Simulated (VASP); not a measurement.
# TaC3 (P6/mmm) in VASP: a series of runs, part 2 of 2

VASP 6.6.1.

## Step 3: Single point, PBE

This run uses another cell than the first one, of 13.58 Å³/atom, 1.018 times its volume.

Contents of INCAR:

```
SYSTEM = TaC3
PREC = Accurate
ENCUT = 520
EDIFF = 1E-6
ISMEAR = 0
SIGMA = 0.1
LREAL = .False.
LASPH = .True.
NELM = 80
ALGO = Normal
ISIF = 2
LWAVE = .False.
LCHARG = .True.
GGA = PE
LELF = .True.
LVHAR = .True.
NBANDS = 20
```

Contents of KPOINTS:

```
regular mesh
0
Gamma
  6 6 4
  0 0 0
```

Contents of POSCAR:

```
TaC3
1.0
    3.8717925031      0.0000000000      0.0000000000
   -1.9358962515      3.3530706658      0.0000000000
    0.0000000000      0.0000000000      4.1832687421
Ta C
1 3
Direct
    0.0000000000      0.0000000000      0.0000000000
    0.3333333333      0.6666666667      0.0000000000
    0.6666666667      0.3333333333      0.0000000000
    0.0000000000      0.0000000000      0.5000000000
```

Potentials or basis: VASP PAW PBE potentials, release 64 (Ta_pv, C).

Started as:

```
> cat potpaw_PBE.64/Ta_pv/POTCAR potpaw_PBE.64/C/POTCAR > POTCAR
> mpirun -np 1 vasp_std > vasp.out
```

OUTCAR:

```text
SYSTEM = TaC3
   PREC = Accurate
   ENCUT = 520
   EDIFF = 1E-6
   ISMEAR = 0
   LREAL = .False.
   LASPH = .True.
   NELM = 80
   ISIF = 2
   GGA = PE

 ion  position               nearest neighbor table
   1  0.000  0.000  0.000-   4 2.09   4 2.09   2 2.24   3 2.24   2 2.24   3 2.24   3 2.24   2 2.24

   2  0.333  0.667  0.000-   1 2.24   1 2.24   1 2.24
   3  0.667  0.333  0.000-   1 2.24   1 2.24   1 2.24
   4  0.000  0.000  0.500-   1 2.09   1 2.09

  LATTYP: Found a hexagonal cell.
 ALAT       =     3.8717925031
 C/A-ratio  =     1.0804475547

  Lattice vectors:

 A1 = (   3.8717925031,   0.0000000000,   0.0000000000)
 A2 = (  -1.9358962515,   3.3530706658,   0.0000000000)
 A3 = (   0.0000000000,   0.0000000000,   4.1832687421)

Analysis of symmetry for initial positions (statically):
=====================================================================
 Subroutine PRICEL returns:
 Original cell was already a primitive cell.

 Routine SETGRP: Setting up the symmetry group for a
 hexagonal supercell.

 Subroutine GETGRP returns: Found 24 space group operations
 (whereof 24 operations were pure point group operations)
 out of a pool of 24 trial point group operations.

The static configuration has the point symmetry D_6h.

Analysis of symmetry for dynamics (positions and initial velocities):
=====================================================================
 Subroutine PRICEL returns:
 Original cell was already a primitive cell.

 Routine SETGRP: Setting up the symmetry group for a
 hexagonal supercell.

 Subroutine GETGRP returns: Found 24 space group operations
 (whereof 24 operations were pure point group operations)
 out of a pool of 24 trial point group operations.

The dynamic configuration has the point symmetry D_6h.

 Subroutine INISYM returns: Found 24 space group operations
 (whereof 24 operations are pure point group operations),
 and found     1 'primitive' translations

----------------------------------------------------------------------------------------

                                     Primitive cell

  volume of cell :      54.3088

  direct lattice vectors                    reciprocal lattice vectors
     3.871792503  0.000000000  0.000000000     0.258278304  0.149117048  0.000000000
    -1.935896251  3.353070666  0.000000000     0.000000000  0.298234096  0.000000000
     0.000000000  0.000000000  4.183268742     0.000000000  0.000000000  0.239047516

  length of vectors
     3.871792503  3.871792503  4.183268742     0.298234096  0.298234096  0.239047516

  position of ions in fractional coordinates (direct lattice)
     0.000000000  0.000000000  0.000000000
     0.333333333  0.666666667  0.000000000
     0.666666667  0.333333333  0.000000000
     0.000000000  0.000000000  0.500000000

  ion indices of the primitive-cell ions
   primitive index   ion index
                 1           1
                 2           2
                 3           3
                 4           4

----------------------------------------------------------------------------------------

 KPOINTS: regular mesh

Automatic generation of k-mesh.
 Grid dimensions read from file:
 generate k-points for:    6    6    4

 Generating k-lattice:

  Cartesian coordinates                     Fractional coordinates (reciprocal lattice)
     0.043046384  0.024852841  0.000000000     0.166666667 -0.000000000  0.000000000
     0.000000000  0.049705683  0.000000000     0.000000000  0.166666667  0.000000000
     0.000000000  0.000000000  0.059761879     0.000000000  0.000000000  0.250000000

  Length of vectors
     0.049705683  0.049705683  0.059761879

  Shift w.r.t. Gamma in fractional coordinates (k-lattice)
     0.000000000  0.000000000  0.000000000

 Subroutine IBZKPT returns following result:
 ===========================================

 Found     21 irreducible k-points:

 Following reciprocal coordinates:
            Coordinates               Weight
  0.000000  0.000000  0.000000      1.000000
  0.166667 -0.000000  0.000000      6.000000
  0.333333  0.000000  0.000000      6.000000
  0.500000  0.000000  0.000000      3.000000
  0.166667  0.166667  0.000000      6.000000
  0.333333  0.166667  0.000000     12.000000
[... 13 lines left out ...]
  0.333333  0.166667  0.500000     12.000000
  0.333333  0.333333  0.500000      2.000000
   k-points           NKPTS =     21   k-points in BZ     NKDIM =     21   number of bands    NBANDS=     20
   number of dos      NEDOS =    301   number of ions     NIONS =      4
   total plane-waves  NPLWV =  28800
   dimension x,y,z NGX =    30 NGY =   30 NGZ =   32
   dimension x,y,z NGXF=    60 NGYF=   60 NGZF=   64
   ions per type =               1   3
   NGX,Y,Z   is equivalent  to a cutoff of  12.88, 12.88, 12.72 a.u.
   NGXF,Y,Z  is equivalent  to a cutoff of  25.76, 25.76, 25.43 a.u.
 SYSTEM =  TaC3
   PREC   = accura    normal or accurate (medium, high low for compatibility)
   ISTART =      0    job   : 0-new  1-cont  2-samecut
   ICHARG =      2    charge: 1-file 2-atom 10-const
   ISPIN  =      1    spin polarized calculation?
   LNONCOLLINEAR =      F non collinear calculations
   LSORBIT =      F    spin-orbit coupling
   LASPH  =      T    aspherical Exc in radial PAW
   ENCUT  =  520.0 eV  38.22 Ry    6.18 a.u.   7.20  7.20  7.78*2*pi/ulx,y,z
   NELM   =     80;   NELMIN=  2; NELMDL= -5     # of ELM steps
   EDIFF  = 0.1E-05   stopping-criterion for ELM
   LREAL  =      F    real-space projection
   EDIFFG = 0.1E-04   stopping-criterion for IOM
   NSW    =      0    number of steps for IOM
   IBRION =     -1    ionic relax: 0-MD 1-quasi-New 2-CG
   NFREE  =      0    steps in history (QN), initial steepest desc. (CG)
   ISIF   =      2    stress and relaxation
   ISYM   =      2    0-nonsym 1-usesym 2-fastsym
   POTIM  = 0.5000    time-step for ionic-motion
   TEBEG  =    0.0;   TEEND  =   0.0 temperature during run
   PSTRESS=    0.0 pullay stress
   NELECT =      23.0000    total number of electrons
   NUPDOWN=      -1.0000    fix difference up-down
   EMIN   =  10.00;   EMAX   =-10.00  energy-range for DOS
   EFERMI =   0.00;   METHOD = LEGACY
   ISMEAR =     0;   SIGMA  =   0.10  broadening in eV -4-tet -1-fermi 0-gaus
   EFERMI_NEDOS =   21; number of points for ismear=-14 and -15
   IALGO  =     38    algorithm
   IMIX   =      4    mixing-type and parameters
     AMIX     =   0.40;   BMIX     =  1.00
     AMIX_MAG =   1.60;   BMIX_MAG =  1.00
  volume/ion in A,a.u.               =      13.58        91.62
  Fermi-wavevector in a.u.,A,eV,Ry     =   1.229402  2.323233 20.564245  1.511429
  Thomas-Fermi vector in A             =   2.364291
   LORBIT       =      0    0 simple, 1 ext, 2 COOP (PROOUT), +10 PAW based schemes
   GGA     = PE    functional components
   LHFCALC =     F    Hartree Fock is set to
   AEXX    =    0.0000 exact exchange contribution
   IVDW    =     0    specifies the selected vdW correction
   LEPSILON=     F    determine dielectric tensor
   LRPA    =     F    only Hartree local field effects (RPA)
 non-spin polarized calculation
 Gauss-broadening in eV      SIGMA  =   0.10
  energy-cutoff  :      520.00
  volume of cell :       54.31
 maximum number of plane-waves:      1488
 NGX is ok and might be reduce to    30
   NGX = 15   NGY = 15   NGZ = 15

 number of electron      23.0000000 magnetization

 Free energy of the ion-electron system (eV)
  ---------------------------------------------------
  ext. energy  EPLUGINS =         0.00000000
  ---------------------------------------------------
  free energy    TOTEN  =       -29.87306513 eV

  energy without entropy =      -29.86472284  energy(sigma->0) =      -29.86889398

 E-fermi :   2.8147     XC(G=0): -10.4753

 val. band max:        2.7040484419   @ k =   0.3333   0.1667   0.0000
 cond. band min:       2.8237546734   @ k =   0.1667  -0.0000   0.5000
 fundamental gap:      0.1197062315
 Fermi energy:         2.8147470697

 k-point     1 :       0.0000    0.0000    0.0000
  band No.  band energies     occupation
      1     -30.8490      2.00000
      2     -30.7577      2.00000
      3     -30.7577      2.00000
      4     -10.4075      2.00000
      5      -6.8687      2.00000
      6      -2.6796      2.00000
[... 12 lines left out ...]
     19      11.0302      0.00000
[... 444 lines left out ...]
      4      -6.9815      2.00000
      5      -6.9815      2.00000
      6      -5.2364      2.00000
[... 12 lines left out ...]
     19       9.6861      0.00000
     20      12.2187      0.00000

------------------------ aborting loop because EDIFF is reached ----------------------------------------

  FORCE on cell =-STRESS in cart. coord.  units (eV):
  Direction    XX          YY          ZZ          XY          YZ          ZX
  --------------------------------------------------------------------------------------
  -------------------------------------------------------------------------------------
  Total        0.1618965      0.1618965      0.1115304      0.0000000     -0.0000000      0.0000000
  in kB        4.7761448      4.7761448      3.2902830      0.0000000     -0.0000000      0.0000000
  external PRESSURE =       4.2808575 kB  Pullay stress =       0.0000000 kB

 VOLUME and BASIS-vectors are now :
 -----------------------------------------------------------------------------
  energy-cutoff  :      520.00
  volume of cell :       54.31
      direct lattice vectors                 reciprocal lattice vectors
     3.871792503  0.000000000  0.000000000     0.258278304  0.149117048  0.000000000
    -1.935896251  3.353070666  0.000000000     0.000000000  0.298234096  0.000000000
     0.000000000  0.000000000  4.183268742     0.000000000  0.000000000  0.239047516

 POSITION                                       TOTAL-FORCE (eV/Angst)
 -----------------------------------------------------------------------------------
      0.00000      0.00000      0.00000         0.000000      0.000000      0.000000
     -0.00000      2.23538      0.00000         0.000000      0.000000      0.000000
      1.93590      1.11769      0.00000        -0.000000      0.000000      0.000000
      0.00000      0.00000      2.09163         0.000000      0.000000      0.000000
 -----------------------------------------------------------------------------------
    total drift:                               -0.000000      0.000000      0.000000

  FREE ENERGIE OF THE ION-ELECTRON SYSTEM (eV)
  ---------------------------------------------------
  free  energy   TOTEN  =       -29.8730651295 eV

  energy  without entropy=      -29.8647228398  energy(sigma->0) =      -29.86889398
```

OSZICAR:

```text
N       E                     dE             d eps       ncg     rms          rms(c)
DAV:   1     0.127673563853E+03    0.12767E+03   -0.11602E+04   840   0.105E+03
DAV:   2    -0.252589746205E+02   -0.15293E+03   -0.14908E+03  1092   0.275E+02
DAV:   3    -0.314155631334E+02   -0.61566E+01   -0.59698E+01  1012   0.491E+01
DAV:   4    -0.314991294015E+02   -0.83566E-01   -0.83200E-01  1036   0.635E+00
DAV:   5    -0.315003691068E+02   -0.12397E-02   -0.12393E-02  1044   0.705E-01    0.251E+01
DAV:   6    -0.299969522853E+02    0.15034E+01   -0.49600E+00  1020   0.137E+01    0.109E+01
DAV:   7    -0.299129822583E+02    0.83970E-01   -0.78042E-01   980   0.380E+00    0.596E+00
DAV:   8    -0.298921707169E+02    0.20812E-01   -0.49804E-01  1064   0.206E+00    0.190E+00
DAV:   9    -0.298727182988E+02    0.19452E-01   -0.12719E-01  1076   0.114E+00    0.219E-01
DAV:  10    -0.298728855238E+02   -0.16723E-03   -0.48076E-03   964   0.364E-01    0.129E-01
DAV:  11    -0.298730237198E+02   -0.13820E-03   -0.26880E-04  1088   0.832E-02    0.379E-02
DAV:  12    -0.298730643257E+02   -0.40606E-04   -0.71706E-05   968   0.410E-02    0.118E-02
DAV:  13    -0.298730651295E+02   -0.80376E-06   -0.51351E-06  1044   0.113E-02
   1 F= -.29873065E+02 E0= -.29868894E+02  d E =-.834229E-02
```

It took 20 s on 1 thread of Intel Xeon Platinum 8488C (Sapphire Rapids), shared host; peak memory 0.18 GiB.

What came out:

- Free energy: -29.8731 eV
- Pressure: 0.4 GPa

Stress tensor (GPa, compression positive):
```
0.48 0.00 0.00
0.00 0.48 0.00
0.00 0.00 0.33
```

Caveat: the k points lie up to 0.38 Å⁻¹ apart; spin-orbit coupling is left out, which moves the levels of the heavy elements.

## Step 4: Relaxation of cell and atoms, PBE

Contents of INCAR:

```
ALGO = Normal
EDIFF = 1E-6
EDIFFG = -0.04
ENCUT = 600
GGA = PE
IBRION = 2
ISIF = 3
ISMEAR = 0
LASPH = True
LCHARG = False
LREAL = False
LWAVE = False
NELM = 60
NSW = 90
PREC = Accurate
SIGMA = 0.1
```

Contents of KPOINTS:

```
k-points
0
Gamma
  6 6 4
```

Contents of POSCAR:

```
TaC3
1.0
    2.9687330000      0.0000000000      0.0000000000
   -1.4843665000      2.5709981900      0.0000000000
    0.0000000000      0.0000000000      6.9915549000
Ta C
1 3
Direct
    0.0000000000      0.0000000000      0.0000000000
    0.3333333300      0.6666666700      0.0000000000
    0.6666666700      0.3333333300      0.0000000000
    0.0000000000      0.0000000000      0.5000000000
```

Potentials or basis: VASP PAW PBE potentials, release 64 (Ta_pv, C).

Started as:

```
> cat potpaw_PBE.64/Ta_pv/POTCAR potpaw_PBE.64/C/POTCAR > POTCAR
> mpirun -np 1 vasp_std > vasp.out
```

OUTCAR:

```text
EDIFF = 1E-6
   EDIFFG = -0.04
   ENCUT = 600
   GGA = PE
   IBRION = 2
   ISIF = 3
   ISMEAR = 0
   LASPH = True
   LREAL = False
   NELM = 60
   NSW = 90
   PREC = Accurate

 ion  position               nearest neighbor table
   1  0.000  0.000  0.000-   2 1.71   3 1.71   2 1.71   3 1.71   3 1.71   2 1.71
   2  0.333  0.667  0.000-   3 1.71   1 1.71   3 1.71   1 1.71   1 1.71   3 1.71
   3  0.667  0.333  0.000-   2 1.71   1 1.71   2 1.71   1 1.71   1 1.71   2 1.71
   4  0.000  0.000  0.500-

  LATTYP: Found a hexagonal cell.
 ALAT       =     2.9687330000
 C/A-ratio  =     2.3550635574

  Lattice vectors:

 A1 = (   2.9687330000,   0.0000000000,   0.0000000000)
 A2 = (  -1.4843665000,   2.5709981900,   0.0000000000)
 A3 = (   0.0000000000,   0.0000000000,   6.9915549000)

Analysis of symmetry for initial positions (statically):
[... 1429 lines left out ...]
      4      -7.8380      2.00000
      5      -7.8380      2.00000
      6      -6.0578      2.00000
      7      -3.9874      2.00000
      8      -0.9433      2.00000
      9      -0.9433      2.00000
     10      -0.3745      2.00000
     11       1.5554      2.00000
     12       1.5554      2.00000
     13       3.3033      0.00000
     14       3.3033      0.00000
     15       7.1323      0.00000

[... ionic steps 4 to 15 ...]

--------------------------------------- Ionic step       16  -------------------------------------------

 number of electron      23.0000006 magnetization

 E-fermi :   3.2038     XC(G=0): -10.7398
[... 456 lines left out ...]
--------------------------------------- Ionic step       18  -------------------------------------------

 number of electron      22.9999997 magnetization

 Free energy of the ion-electron system (eV)
  ---------------------------------------------------
  ext. energy  EPLUGINS =         0.00000000
  ---------------------------------------------------
  free energy    TOTEN  =       -29.80851089 eV

  energy without entropy =      -29.79989882  energy(sigma->0) =      -29.80420485

 E-fermi :   2.8463     XC(G=0): -10.4954

 val. band max:        2.7292660623   @ k =   0.3333   0.1667   0.0000
 cond. band min:       2.8717441322   @ k =   0.1667   0.0000   0.5000
 fundamental gap:      0.1424780698
 Fermi energy:         2.8462546506
[... 407 lines left out ...]
  FREE ENERGIE OF THE ION-ELECTRON SYSTEM (eV)
  ---------------------------------------------------
  free  energy   TOTEN  =       -29.8085108888 eV

  energy  without entropy=      -29.7998988166  energy(sigma->0) =      -29.80420485

 reached required accuracy - stopping structural energy minimisation
```

It took 4.8 min on 1 thread of Intel Xeon Platinum 8488C (Sapphire Rapids), shared host; peak memory 0.2 GiB.

Results:

| Quantity | Value |
| --- | --- |
| Free energy | -29.8085 eV |
| Relaxed volume | 13.51 Å³/atom |
| Relaxed cell | a = 3.859 Å, b = 3.859 Å, c = 4.190 Å, α = 90.00°, β = 90.00°, γ = 120.00° |
| Space group after relaxing (to 0.05 Å) | P6/mmm (No. 191) |
| Energy gained by relaxing | 4851.3 meV/atom |
| Ionic steps | 18 |
| Pressure after relaxing | 0.1 GPa |

Stress tensor (GPa, compression positive):
```
 0.18  0.00  0.00
 0.00  0.18  0.00
 0.00  0.00 -0.15
```

Step by step:
```csv
step,energy change (eV),largest force (eV/Å),pressure (GPa),volume (Å³)
1,0.0000,0.0000,145.86,53.36
2,0.3200,0.0000,-18.99,182.63
3,-13.9293,0.0000,-17.21,95.71
4,-14.5431,0.0000,-12.33,89.59
5,-14.7592,0.0000,-2.62,82.40
6,-14.7742,0.0000,-5.06,83.89
7,-14.7719,0.0000,-3.98,83.22
8,-15.3457,0.0000,-5.02,77.36
9,-17.5431,0.0000,-5.19,62.80
10,4.8766,0.0000,256.66,33.28
11,-17.9931,0.0000,-4.09,60.56
12,-18.5902,0.0000,31.12,46.98
13,-19.0192,0.0000,2.04,54.80
14,-19.2688,0.0000,12.07,50.90
15,-18.9045,0.0000,7.35,52.31
16,-19.3222,0.0000,9.72,51.30
17,-19.3950,0.0000,-2.93,55.10
18,-19.4052,0.0000,0.07,54.05
```

Final structure:
```
Ta C
1.0
     3.85946    0.00000    0.00000
    -1.92973    3.34239    0.00000
     0.00000    0.00000    4.19009
Ta C
1 3
Direct
  0.00000 0.00000 0.00000
  0.33333 0.66667 0.00000
  0.66667 0.33333 0.00000
  0.00000 0.00000 0.50000
```

Levels at points of the mesh, in eV from the Fermi level:
```tsv
k point	band 9	band 10	band 11	band 12	band 13	band 14	band 15
(0.00, 0.00, 0.00)	-2.77	0.30	0.30	1.46	2.13	2.13	3.15
(0.50, 0.00, 0.00)	-2.65	-0.58	-0.41	-0.39	0.78	1.23	1.71
(0.00, 0.00, 0.50)	-4.09	-1.72	-1.21	-1.21	2.07	2.52	2.52
(0.50, 0.00, 0.50)	-3.16	-2.64	-1.63	-0.56	0.05	2.16	2.92
```

Caveat: the k points lie up to 0.37 Å⁻¹ apart in the final cell; spin-orbit coupling is left out, which moves the levels of the heavy elements.

## Step 5: The runs side by side

| task | cell | cutoff (eV) | gap on the mesh (eV) | pressure (GPa) |
| --- | --- | --- | --- | --- |
| single point | a = 2.969, b = 2.969, c = 6.992 Å, angles 90.0, 90.0, 120.0°, 4 atoms | 520 | none | 146.0 |
| single point | a = 3.872, b = 3.872, c = 4.183 Å, angles 90.0, 90.0, 120.0°, 4 atoms | 520 | none | 0.4 |
| relaxation of cell and atoms | relaxed from a = 2.969, b = 2.969, c = 6.992 Å, angles 90.0, 90.0, 120.0°, 4 atoms | 600 | none | 0.1 |

Alike in all rows: level PBE; potentials or basis VASP PAW PBE potentials, release 64 (Ta_pv, C); no spin polarisation; k mesh 6 × 6 × 4; smearing gaussian 0.1 eV.

Caveats: all runs use coarse meshes; spin-orbit coupling is left out, which moves the levels of the heavy elements.

Absolute energies hang on the potentials; compare differences alone.
